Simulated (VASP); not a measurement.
Write the native input for VASP 6.6.1 that does the following.

* Task: single point
* Functional: LDA
* Potentials or basis: VASP PAW LDA potentials, release 64 (Pb_d, S)
* Cutoff: 520 eV
* k mesh: 8 × 8 × 8
* Occupations: fermi-dirac, width 0.05 eV
* Spin: no spin polarisation
* Dipole correction: no
* Further INCAR settings: ALGO = Normal; EDIFF = 1e-06; NBANDS = 17

The structure of PbS lies in POSCAR:

```
PbS
1.0
    2.0984823409      1.2115593444      3.4287483306
   -2.0984823409      1.2115593444      3.4287483306
    0.0000000000     -2.4231186889      3.4287483306
Pb S
1 1
Direct
    0.9805657800      0.9805657800      0.9805657800
    0.4750355500      0.4750355500      0.4750355500
```

The input as run:

INCAR

```
SYSTEM = PbS
  PREC = Accurate
  ENCUT = 520
  EDIFF = 1E-6
  ISMEAR = -1
  SIGMA = 0.05
  LREAL = .False.
  LASPH = .True.
  NELM = 80
  ALGO = Normal
  ISIF = 2
  LWAVE = .False.
  LCHARG = .False.
  NBANDS = 17
```

KPOINTS

```
Automatic mesh
0
Gamma
  8 8 8
  0 0 0
```

Potentials or basis: VASP PAW LDA potentials, release 64 (Pb_d, S).

Run with:

```bash
$ cat potpaw_LDA.64/Pb_d/POTCAR potpaw_LDA.64/S/POTCAR > POTCAR
$ mpirun -np 1 vasp_std > vasp.out
```

It gave:

```yaml
Pressure: -2.7 GPa
Largest_force: 0.007 eV/Å
Band_gap_on_the_k_mesh: 0.24 eV, direct
```

Caveat: spin-orbit coupling is left out, which moves the levels of the heavy elements.

Wall time 62 s on 1 thread of AMD EPYC 7R13 Processor (Zen 3), on a shared host, peak memory 0.16 GiB.
